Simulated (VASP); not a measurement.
Write the native input for VASP 6.6.1 that does the following.

- Task: relaxation of cell and atoms
- Functional: PBE
- Potentials or basis: VASP PAW PBE potentials, release 64 (P, C)
- Cutoff: 600 eV
- k mesh: 8 × 8 × 8
- Occupations: gaussian, width 0.2 eV
- Spin: no spin polarisation
- Dipole correction: no
- Further INCAR settings: ALGO = Normal; EDIFF = 1e-07; IBRION = 2; EDIFFG = -0.08; NSW = 36; ISIF = 3

The structure of PC2 lies in POSCAR:

```
PC2
1.0
    1.4834904500      0.8564936100      5.4484079800
   -1.4834904500      0.8564936100      5.4484079800
    0.0000000000     -1.7129872300      5.4484079800
P C
1 2
Direct
    0.0000000000      0.0000000000      0.0000000000
    0.2500000000      0.2500000000      0.2500000000
    0.7500000000      0.7500000000      0.7500000000
```

One way to write it, as run:

INCAR

```
SYSTEM = PC2
ALGO = Normal
EDIFF = 1E-7
EDIFFG = -0.08
ENCUT = 600
GGA = PE
IBRION = 2
ISIF = 3
ISMEAR = 0
LASPH = .TRUE.
LCHARG = .FALSE.
LREAL = .FALSE.
LWAVE = .FALSE.
NELM = 60
NSW = 36
PREC = Accurate
SIGMA = 0.2
```

KPOINTS

```
k-points
0
G
  8 8 8
  0 0 0
```

Potentials or basis: VASP PAW PBE potentials, release 64 (P, C).

Launch:

```console
$ cat potpaw_PBE.64/P/POTCAR potpaw_PBE.64/C/POTCAR > POTCAR
$ mpirun -np 1 vasp_std > vasp.out
```

It gave:

```
Relaxed volume                         : 10.35 Å³/atom
Relaxed cell                           : a = 4.437 Å, b = 4.437 Å, c = 4.437 Å, α = 38.95°, β = 38.95°, γ = 38.95°
Space group after relaxing (to 0.05 Å) : R-3m (No. 166)
Energy gained by relaxing              : 797.0 meV/atom
Ionic steps                            : 10
Pressure after relaxing                : 0.0 GPa
Largest force after relaxing           : 0.016 eV/Å
```

Caveat: the volume moved by over 15 % at a fixed basis, so the end points are rough; the relaxation stopped at a loose force limit of 0.08 eV/Å, so its end isn't a converged minimum.

Wall time 11 min on 1 thread of Intel(R) Xeon(R) Platinum 8488C (Sapphire Rapids) (shared host), peak memory 0.35 GiB.
